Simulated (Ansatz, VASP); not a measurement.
# AlCu in VASP and in Ansatz

POSCAR

```
AlCu
1.0
    3.0352123617     -0.3248013228     -0.3248013228
   -0.3248013228      3.0352123617     -0.3248013228
   -0.3248013228     -0.3248013228      3.0352123617
Al Cu
1 1
Direct
    0.0000000000      0.0000000000      0.0000000000
    0.5000000000      0.5000000000      0.5000000000
```

Contents of INCAR.step1:

```
PREC = Accurate
ENCUT = 520
ISMEAR = 0
SIGMA = 0.15
LREAL = False
LASPH = True
NELM = 100
NBANDS = 14
GGA = PE
ALGO = Normal
EDIFF = 1E-4
LWAVE = True
LCHARG = False
```

File INCAR.step2:

```
PREC = Accurate
ENCUT = 520
EDIFF = 1E-6
ISMEAR = 0
SIGMA = 0.15
LREAL = False
LASPH = True
NELM = 100
ALGO = Normal
ISIF = 2
LWAVE = False
LCHARG = False
METAGGA = R2SCAN
LMIXTAU = True
NBANDS = 14
ISTART = 1
```

KPOINTS

```
regular mesh
0
Gamma
  18 18 18
```

Input for Ansatz:

```yaml
crystal:
  lattice:
    - [3.0352123617, -0.3248013228, -0.3248013228]
    - [-0.3248013228, 3.0352123617, -0.3248013228]
    - [-0.3248013228, -0.3248013228, 3.0352123617]
  atoms:
    - { symbol: Al, position: [0.0, 0.0, 0.0] }
    - { symbol: Cu, position: [0.5, 0.5, 0.5] }
basis:
  ecutwfc: 500
kpoints:
  mp_grid: { grid: [18, 18, 18] }
hamiltonian:
  xc: r2scan
scf:
  occupations: { method: gaussian, width: 0.15 }
output:
  forces: true
  stress: true
  eigenvalues: true
```

Alike in both runs: task single point; functional r2SCAN; k mesh 18 × 18 × 18; occupations gaussian, width 0.15 eV; no spin polarisation.

|  | VASP | Ansatz |
| --- | --- | --- |
| version | VASP 6.6.1 | Ansatz 0.2.0 |
| potentials or method | VASP PAW PBE potentials, release 64 (Al, Cu), cutoff 520 eV | scalar-relativistic, plane waves, PAW |
| valence electrons in the cell | 14 | 22 |

Ansatz gave:

```
gap on the k mesh at the Fermi level (eV)                     : none
pressure (GPa)                                                : 22.8
traceless stress, the component that is largest in VASP (GPa) : 37.19
```

Problem. What did VASP give for the same quantities?

Solution. gap on the k mesh at the Fermi level (eV): none; pressure (GPa): 22.7; traceless stress, the component that is largest in VASP (GPa): 37.08.

VASP's potentials were made for PBE, not for r2SCAN. A gap of «none» marks a metal or a gap that the smearing closes. VASP's potentials hold 14 valence electrons a cell and Ansatz's 22, so a difference there can come from the potentials and not from the codes.
